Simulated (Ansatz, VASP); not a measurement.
## Ti2C: VASP beside Ansatz

File INCAR:

```
PREC = Accurate
ENCUT = 600
EDIFF = 1E-6
ISMEAR = 0
SIGMA = 0.1
LREAL = F
LASPH = T
NELM = 60
ALGO = Normal
ISIF = 3
LWAVE = F
LCHARG = F
IBRION = 2
NSW = 100
EDIFFG = -0.05
```

KPOINTS

```
regular mesh
0
Gamma
  4 4 4
```

File POSCAR:

```
Ti2C
1.0
    0.0000000000      4.3124976225      4.3124976225
    4.3124976225      0.0000000000      4.3124976225
    4.3124976225      4.3124976225      0.0000000000
Ti C
8 4
Direct
    0.8568108600      0.3810630500      0.3810630500
    0.3810630500      0.3810630500      0.3810630500
    0.3810630500      0.3810630500      0.8568108600
    0.8689369500      0.3931891400      0.8689369500
    0.8689369500      0.8689369500      0.8689369500
    0.3931891400      0.8689369500      0.8689369500
    0.8689369500      0.8689369500      0.3931891400
    0.3810630500      0.8568108600      0.3810630500
    0.6250000000      0.6250000000      0.6250000000
    0.1250000000      0.6250000000      0.6250000000
    0.6250000000      0.6250000000      0.1250000000
    0.6250000000      0.1250000000      0.6250000000
```

Input for Ansatz:

```yaml
crystal:
  lattice:
    - [0.0, 4.3124976225, 4.3124976225]
    - [4.3124976225, 0.0, 4.3124976225]
    - [4.3124976225, 4.3124976225, 0.0]
  atoms:
    - { symbol: Ti, position: [0.85681086, 0.38106305, 0.38106305] }
    - { symbol: Ti, position: [0.38106305, 0.38106305, 0.38106305] }
    - { symbol: Ti, position: [0.38106305, 0.38106305, 0.85681086] }
    - { symbol: Ti, position: [0.86893695, 0.39318914, 0.86893695] }
    - { symbol: Ti, position: [0.86893695, 0.86893695, 0.86893695] }
    - { symbol: Ti, position: [0.39318914, 0.86893695, 0.86893695] }
    - { symbol: Ti, position: [0.86893695, 0.86893695, 0.39318914] }
    - { symbol: Ti, position: [0.38106305, 0.85681086, 0.38106305] }
    - { symbol: C, position: [0.625, 0.625, 0.625] }
    - { symbol: C, position: [0.125, 0.625, 0.625] }
    - { symbol: C, position: [0.625, 0.625, 0.125] }
    - { symbol: C, position: [0.625, 0.125, 0.625] }
basis:
  ecutwfc: 420
kpoints:
  mp_grid: { grid: [4, 4, 4] }
hamiltonian:
  xc: lda
scf:
  occupations: { method: gaussian, width: 0.1 }
output:
  forces: true
  stress: true
  eigenvalues: true
relax:
  adjacent_minimum: "off"
  f_tol: 0.05
  max_steps: 80
  cell: { stress_tol: 0.5 }
```

Alike in both runs: task relaxation of cell and atoms; functional LDA; k mesh 4 × 4 × 4; occupations gaussian, width 0.1 eV; no spin polarisation.

|  | VASP | Ansatz |
| --- | --- | --- |
| version | VASP 6.6.1 | Ansatz 0.2.0 |
| potentials or method | VASP PAW LDA potentials, release 64 (Ti_sv, C), cutoff 600 eV | scalar-relativistic, plane waves, PAW |
| valence electrons in the cell | 112 | 112 |

```csv
,VASP,Ansatz,Ansatz less VASP
"gap on the k mesh at the Fermi level, each at its own relaxed structure (eV)",none,none,-
relaxed volume (Å³/atom),12.70,12.70,-0.006
relaxed length of the cell vector where the two differ most in proportion (Å),5.996,5.995,-0.0010
```

LDA's correlation is that of Perdew and Zunger in VASP and of Perdew and Wang (1992) in Ansatz. A gap of «none» marks a metal or a gap that the smearing closes.
